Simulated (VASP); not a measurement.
## Ti2HC: single point with PBEsol

Ti2HC:

```
Ti H C
1.0
     1.62058    0.93564    4.73111
    -1.62058    0.93564    4.73111
     0.00000   -1.87129    4.73111
Ti H C
2 1 1
Cartesian
  0.0000 0.0000 10.3821
  0.0000 0.0000 3.8113
  0.0000 0.0000 0.0000
  0.0000 0.0000 7.0967
```

This cell differs from its parent crystal: strained.

```yaml
Program: VASP 6.6.1
Task: single point
Functional: PBEsol
Potentials_or_basis: VASP PAW PBE potentials, release 64 (Ti_sv, H, C)
Cutoff: 520 eV
k_mesh: 15 × 15 × 15
Occupations: gaussian, width 0.1 eV
Spin: no spin polarisation
```

- Pressure: -18.6 GPa
- Largest force: 5.894 eV/Å
- Band gap on the k mesh: zero (an odd number of electrons rules out a gap without spin polarisation)

Forces on the atoms (eV/Å):
```
Ti   0.000  0.000  5.894
Ti   0.000  0.000 -5.894
H    0.000  0.000  0.000
C    0.000  0.000  0.000
```

Stress tensor (GPa, compression positive):
```
-16.36   0.00   0.00
  0.00 -16.36   0.00
  0.00   0.00 -23.22
```

Levels at points of the mesh, in eV from the Fermi level:
| k point | band 12 | band 13 | band 14 | band 15 | band 16 | band 17 | band 18 | band 19 |
| --- | --- | --- | --- | --- | --- | --- | --- | --- |
| (0.00, 0.00, 0.00) | -1.68 | -1.68 | -0.23 | -0.23 | 2.01 | 2.11 | 2.11 | 2.11 |

Run time: 8.3 min on 1 thread of Intel(R) Xeon(R) Platinum 8259CL CPU @ 2.50GHz (Skylake/Cascade Lake), on a shared host, peak memory 0.47 GiB.

Caveat: the cell differs from its parent crystal (strained); the cell stands under tension; the PAW data sets were made with another functional, which shifts forces and pressure a little.
